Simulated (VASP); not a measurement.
# CoAu4 (Pnnm) in VASP: single point with PBE

Aim: the single point of CoAu4 with PBE.

Everything below comes from runs of VASP 6.6.1. Logs are shortened: lines on timing, memory, paths and dates and some standing lists are left out, and cuts for length are marked.

## (1) The cell of the first run

The structure is orthorhombic, space group Pnnm (No. 58). The conventional cell has a = 6.063 Å, b = 7.016 Å, c = 3.972 Å, α = 90.00°, β = 90.00°, γ = 90.00°. Co (site symmetry 2/m) has 12 Au at 2.66 to 3.00 Å within 3.5 Å. Au (site symmetry m) has 4 Au at 2.27 to 2.51 Å and 3 Co at 2.66 to 2.83 Å within 3.0 Å. Au (site symmetry m) has 5 Au at 2.27 to 2.62 Å and 3 Co at 2.79 to 3.00 Å within 3.1 Å.

## (2) Single point, PBE

Input file INCAR:

```
PREC = Accurate
ENCUT = 520
EDIFF = 1E-6
ISMEAR = -1
SIGMA = 0.1
LREAL = F
LASPH = T
NELM = 60
ALGO = Normal
ISIF = 2
LWAVE = F
LCHARG = F
GGA = PE
NBANDS = 64
LUSENCCL = F
```

Input file KPOINTS:

```
regular mesh
0
Gamma
  6 5 9
```

Input file POSCAR:

```
CoAu4
1.0
    6.0634280000      0.0000000000      0.0000000000
    0.0000000000      7.0162590000      0.0000000000
    0.0000000000      0.0000000000      3.9717000000
Co Au
2 8
Direct
    0.0000000000      0.0000000000      0.0000000000
    0.5000000000      0.5000000000      0.5000000000
    0.2487000000      0.3123000000      0.0000000000
    0.7513000000      0.6877000000      0.0000000000
    0.7487000000      0.1877000000      0.5000000000
    0.2513000000      0.8123000000      0.5000000000
    0.3411000000      0.1263000000      0.5000000000
    0.6589000000      0.8737000000      0.5000000000
    0.8411000000      0.3737000000      0.0000000000
    0.1589000000      0.6263000000      0.0000000000
```

Potentials or basis: VASP PAW PBE potentials, release 64 (Co, Au).

On the command line:

```bash
$ cat potpaw_PBE.64/Co/POTCAR potpaw_PBE.64/Au/POTCAR > POTCAR
$ mpirun -np 1 vasp_std > vasp.out
```

OUTCAR:

```text
PREC = Accurate
   ENCUT = 520
   EDIFF = 1E-6
   ISMEAR = -1
   LREAL = F
   LASPH = T
   NELM = 60
   ISIF = 2
   GGA = PE

 ion  position               nearest neighbor table
   1  0.000  0.000  0.000-   3 2.66   4 2.66   9 2.79  10 2.79   5 2.83   6 2.83   5 2.83   6 2.83
                             7 3.00   8 3.00   7 3.00   8 3.00
   2  0.500  0.500  0.500-   5 2.66   6 2.66   7 2.79   8 2.79   3 2.83   4 2.83   3 2.83   4 2.83
                             9 3.00  10 3.00   9 3.00  10 3.00
   3  0.249  0.312  0.000-  10 2.27   7 2.44   7 2.44   9 2.51   1 2.66   2 2.83   2 2.83
   4  0.751  0.688  0.000-   9 2.27   8 2.44   8 2.44  10 2.51   1 2.66   2 2.83   2 2.83
   5  0.749  0.188  0.500-   8 2.27   9 2.44   9 2.44   7 2.51   2 2.66   1 2.83   1 2.83
   6  0.251  0.812  0.500-   7 2.27  10 2.44  10 2.44   8 2.51   2 2.66   1 2.83   1 2.83
   7  0.341  0.126  0.500-   6 2.27   3 2.44   3 2.44   5 2.51   8 2.62   2 2.79   1 3.00   1 3.00

   8  0.659  0.874  0.500-   5 2.27   4 2.44   4 2.44   6 2.51   7 2.62   2 2.79   1 3.00   1 3.00

   9  0.841  0.374  0.000-   4 2.27   5 2.44   5 2.44   3 2.51  10 2.62   1 2.79   2 3.00   2 3.00

  10  0.159  0.626  0.000-   3 2.27   6 2.44   6 2.44   4 2.51   9 2.62   1 2.79   2 3.00   2 3.00

  LATTYP: Found a simple orthorhombic cell.
 ALAT       =     3.9717000000
 B/A-ratio  =     1.5266581061
 C/A-ratio  =     1.7665631845

  Lattice vectors:

 A1 = (   0.0000000000,   0.0000000000,   3.9717000000)
 A2 = (   6.0634280000,   0.0000000000,   0.0000000000)
 A3 = (   0.0000000000,   7.0162590000,   0.0000000000)

Analysis of symmetry for initial positions (statically):
=====================================================================
 Subroutine PRICEL returns:
 Original cell was already a primitive cell.

 Routine SETGRP: Setting up the symmetry group for a
 simple orthorhombic supercell.

 Subroutine GETGRP returns: Found  8 space group operations
 (whereof  4 operations were pure point group operations)
 out of a pool of  8 trial point group operations.

The static configuration has the point symmetry C_2h.
 The point group associated with its full space group is D_2h.

Analysis of symmetry for dynamics (positions and initial velocities):
=====================================================================
 Subroutine PRICEL returns:
 Original cell was already a primitive cell.

 Routine SETGRP: Setting up the symmetry group for a
 simple orthorhombic supercell.

 Subroutine GETGRP returns: Found  8 space group operations
 (whereof  4 operations were pure point group operations)
 out of a pool of  8 trial point group operations.

The dynamic configuration has the point symmetry C_2h.
 The point group associated with its full space group is D_2h.

 Subroutine INISYM returns: Found  8 space group operations
 (whereof  4 operations are pure point group operations),
 and found     1 'primitive' translations

----------------------------------------------------------------------------------------

                                     Primitive cell

  volume of cell :     168.9664

  direct lattice vectors                    reciprocal lattice vectors
     6.063428000  0.000000000  0.000000000     0.164923208  0.000000000  0.000000000
     0.000000000  7.016259000  0.000000000     0.000000000  0.142526095  0.000000000
     0.000000000  0.000000000  3.971700000     0.000000000  0.000000000  0.251781353

  length of vectors
     6.063428000  7.016259000  3.971700000     0.164923208  0.142526095  0.251781353

  position of ions in fractional coordinates (direct lattice)
     0.000000000  0.000000000  0.000000000
     0.500000000  0.500000000  0.500000000
     0.248700000  0.312300000  0.000000000
     0.751300000  0.687700000  0.000000000
     0.748700000  0.187700000  0.500000000
     0.251300000  0.812300000  0.500000000
     0.341100000  0.126300000  0.500000000
     0.658900000  0.873700000  0.500000000
     0.841100000  0.373700000  0.000000000
     0.158900000  0.626300000  0.000000000

  ion indices of the primitive-cell ions
   primitive index   ion index
                 1           1
                 2           2
                 3           3
                 4           4
                 5           5
                 6           6
                 7           7
                 8           8
                 9           9
                10          10

----------------------------------------------------------------------------------------

 KPOINTS: regular mesh

Automatic generation of k-mesh.
 Grid dimensions read from file:
 generate k-points for:    6    5    9

 Generating k-lattice:

  Cartesian coordinates                     Fractional coordinates (reciprocal lattice)
     0.027487201  0.000000000  0.000000000     0.166666667  0.000000000  0.000000000
     0.000000000  0.028505219  0.000000000     0.000000000  0.200000000  0.000000000
     0.000000000  0.000000000  0.027975706     0.000000000  0.000000000  0.111111111

  Length of vectors
     0.027487201  0.028505219  0.027975706

  Shift w.r.t. Gamma in fractional coordinates (k-lattice)
     0.000000000  0.000000000  0.000000000

 Subroutine IBZKPT returns following result:
 ===========================================

 Found     60 irreducible k-points:

 Following reciprocal coordinates:
            Coordinates               Weight
  0.000000  0.000000  0.000000      1.000000
  0.166667  0.000000  0.000000      2.000000
  0.333333  0.000000  0.000000      2.000000
  0.500000  0.000000  0.000000      1.000000
  0.000000  0.200000  0.000000      2.000000
  0.166667  0.200000  0.000000      4.000000
[... 16 lines left out ...]
  0.333333  0.400000  0.111111      8.000000
  0.500000  0.400000  0.111111      4.000000
 [... further k-points ...]
   k-points           NKPTS =     60   k-points in BZ     NKDIM =     60   number of bands    NBANDS=     64
   number of dos      NEDOS =    301   number of ions     NIONS =     10
   total plane-waves  NPLWV =  77760
   dimension x,y,z NGX =    48 NGY =   54 NGZ =   30
   dimension x,y,z NGXF=    96 NGYF=  108 NGZF=   60
   ions per type =               2   8
   NGX,Y,Z   is equivalent  to a cutoff of  13.16, 12.79, 12.56 a.u.
   NGXF,Y,Z  is equivalent  to a cutoff of  26.32, 25.59, 25.11 a.u.
 SYSTEM =  unknown system
   PREC   = accura    normal or accurate (medium, high low for compatibility)
   ISTART =      0    job   : 0-new  1-cont  2-samecut
   ICHARG =      2    charge: 1-file 2-atom 10-const
   ISPIN  =      1    spin polarized calculation?
   LNONCOLLINEAR =      F non collinear calculations
   LSORBIT =      F    spin-orbit coupling
   LASPH  =      T    aspherical Exc in radial PAW
   ENCUT  =  520.0 eV  38.22 Ry    6.18 a.u.  11.27 13.05  7.38*2*pi/ulx,y,z
   NELM   =     60;   NELMIN=  2; NELMDL= -5     # of ELM steps
   EDIFF  = 0.1E-05   stopping-criterion for ELM
   LREAL  =      F    real-space projection
   EDIFFG = 0.1E-04   stopping-criterion for IOM
   NSW    =      0    number of steps for IOM
   IBRION =     -1    ionic relax: 0-MD 1-quasi-New 2-CG
   NFREE  =      0    steps in history (QN), initial steepest desc. (CG)
   ISIF   =      2    stress and relaxation
   ISYM   =      2    0-nonsym 1-usesym 2-fastsym
   POTIM  = 0.5000    time-step for ionic-motion
   TEBEG  =    0.0;   TEEND  =   0.0 temperature during run
   PSTRESS=    0.0 pullay stress
   NELECT =     106.0000    total number of electrons
   NUPDOWN=      -1.0000    fix difference up-down
   EMIN   =  10.00;   EMAX   =-10.00  energy-range for DOS
   EFERMI =   0.00;   METHOD = LEGACY
   ISMEAR =    -1;   SIGMA  =   0.10  broadening in eV -4-tet -1-fermi 0-gaus
   EFERMI_NEDOS =   21; number of points for ismear=-14 and -15
   IALGO  =     38    algorithm
   IMIX   =      4    mixing-type and parameters
     AMIX     =   0.40;   BMIX     =  1.00
     AMIX_MAG =   1.60;   BMIX_MAG =  1.00
  volume/ion in A,a.u.               =      16.90       114.02
  Fermi-wavevector in a.u.,A,eV,Ry     =   1.401447  2.648351 26.722575  1.964054
  Thomas-Fermi vector in A             =   2.524307
   LORBIT       =      0    0 simple, 1 ext, 2 COOP (PROOUT), +10 PAW based schemes
   GGA     = PE    functional components
   LHFCALC =     F    Hartree Fock is set to
   AEXX    =    0.0000 exact exchange contribution
   IVDW    =     0    specifies the selected vdW correction
   LEPSILON=     F    determine dielectric tensor
   LRPA    =     F    only Hartree local field effects (RPA)
 non-spin polarized calculation
  energy-cutoff  :      520.00
  volume of cell :      168.97
 maximum number of plane-waves:      4590
 NGX is ok and might be reduce to    48
   NGX = 23   NGY = 27   NGZ = 15

 number of electron     106.0000010 magnetization

 Free energy of the ion-electron system (eV)
  ---------------------------------------------------
  ext. energy  EPLUGINS =         0.00000000
  ---------------------------------------------------
  free energy    TOTEN  =       -25.79097077 eV

  energy without entropy =      -25.34905054  energy(sigma->0) =      -25.57001065

 E-fermi :   8.7217     XC(G=0): -12.1646

 val. band max:        8.7211897778   @ k =   0.1667   0.0000   0.2222
 cond. band min:       8.7273732742   @ k =   0.1667   0.4000   0.4444
 fundamental gap:      0.0061834965
 Fermi energy:         8.7216833942

 k-point     1 :       0.0000    0.0000    0.0000
  band No.  band energies     occupation
      1      -0.8710      2.00000
      2       0.6618      2.00000
      3       0.7149      2.00000
      4       0.8981      2.00000
      5       1.3538      2.00000
      6       1.4630      2.00000
[... 56 lines left out ...]
     63      16.4543      0.00000
     64      16.6224      0.00000

 k-point     2 :       0.1667    0.0000    0.0000
  band No.  band energies     occupation
      1      -0.7534      2.00000
      2       0.6305      2.00000
      3       0.6989      2.00000
      4       0.8810      2.00000
      5       1.3773      2.00000
      6       1.4272      2.00000
[... 56 lines left out ...]
     63      16.3460      0.00000
     64      16.6017      0.00000

 k-point     3 :       0.3333    0.0000    0.0000
  band No.  band energies     occupation
      1      -0.4287      2.00000
      2       0.4057      2.00000
      3       0.7411      2.00000
      4       0.8424      2.00000
      5       1.4414      2.00000
      6       1.5016      2.00000
[... 1396 lines left out ...]
     63      14.2531      0.00000
     64      14.9701      0.00000

 k-point    24 :       0.5000    0.4000    0.1111
  band No.  band energies     occupation
      1       0.4920      2.00000
      2       0.4920      2.00000
      3       0.8706      2.00000
      4       0.8706      2.00000
      5       1.5476      2.00000
      6       1.5476      2.00000
[... 56 lines left out ...]
     63      14.3364      0.00000
     64      14.3364      0.00000

 [... further k-points ...]
[... 5 lines left out ...]
  --------------------------------------------------------------------------------------
  -------------------------------------------------------------------------------------
  Total       32.0410587     82.8378309     37.5236463     -0.0000000      0.0000000      0.0000000
  in kB      303.8205641    785.4870449    355.8076995     -0.0000000      0.0000000      0.0000000
  external PRESSURE =     481.7051028 kB  Pullay stress =       0.0000000 kB

 VOLUME and BASIS-vectors are now :
 -----------------------------------------------------------------------------
  energy-cutoff  :      520.00
  volume of cell :      168.97
      direct lattice vectors                 reciprocal lattice vectors
     6.063428000  0.000000000  0.000000000     0.164923208  0.000000000  0.000000000
     0.000000000  7.016259000  0.000000000     0.000000000  0.142526095  0.000000000
     0.000000000  0.000000000  3.971700000     0.000000000  0.000000000  0.251781353

 POSITION                                       TOTAL-FORCE (eV/Angst)
 -----------------------------------------------------------------------------------
      0.00000      0.00000      0.00000         0.000000      0.000000      0.000000
      3.03171      3.50813      1.98585         0.000000      0.000000      0.000000
      1.50797      2.19118      0.00000         3.023357     -3.760628     -0.000000
      4.55545      4.82508      0.00000        -3.023357      3.760628      0.000000
      4.53969      1.31695      1.98585         3.023357      3.760628     -0.000000
      1.52374      5.69931      1.98585        -3.023357     -3.760628      0.000000
      2.06824      0.88615      1.98585        -0.576652      4.181552      0.000000
      3.99519      6.13011      1.98585         0.576652     -4.181552     -0.000000
      5.09995      2.62198      0.00000        -0.576652     -4.181552      0.000000
      0.96348      4.39428      0.00000         0.576652      4.181552     -0.000000
 -----------------------------------------------------------------------------------
    total drift:                                0.000000      0.000000      0.000000

  FREE ENERGIE OF THE ION-ELECTRON SYSTEM (eV)
  ---------------------------------------------------
  free  energy   TOTEN  =       -25.7909707695 eV

  energy  without entropy=      -25.3490505350  energy(sigma->0) =      -25.57001065
```

Wall time 8.5 min (1 × NVIDIA H100 80GB with 1 thread of Intel Xeon Platinum 8481C at 2.70GHz (Sapphire Rapids), shared host); peak memory 1.6 GiB.

Results:

```
Free energy            : -25.7910 eV
Pressure               : 48.2 GPa
Largest force          : 4.825 eV/Å
Band gap on the k mesh : zero (bands 53 and 54 overlap by 0.55 eV)
```

Forces on the atoms (eV/Å):
```
Co   0.000  0.000  0.000
Co   0.000  0.000  0.000
Au   3.023 -3.761  0.000
Au  -3.023  3.761  0.000
Au   3.023  3.761  0.000
Au  -3.023 -3.761  0.000
Au  -0.577  4.182  0.000
Au   0.577 -4.182  0.000
Au  -0.577 -4.182  0.000
Au   0.577  4.182  0.000
```

Caveat: the cell stands under pressure; spin-orbit coupling is left out, which moves the levels of the heavy elements; the run has no spin polarisation, though such a crystal can be magnetic; forces of over 1 eV/Å act on the atoms, so gaps and moduli don't describe the material at rest. Spin polarisation is off, so any magnetic state and its effect on volume and gap are missing.
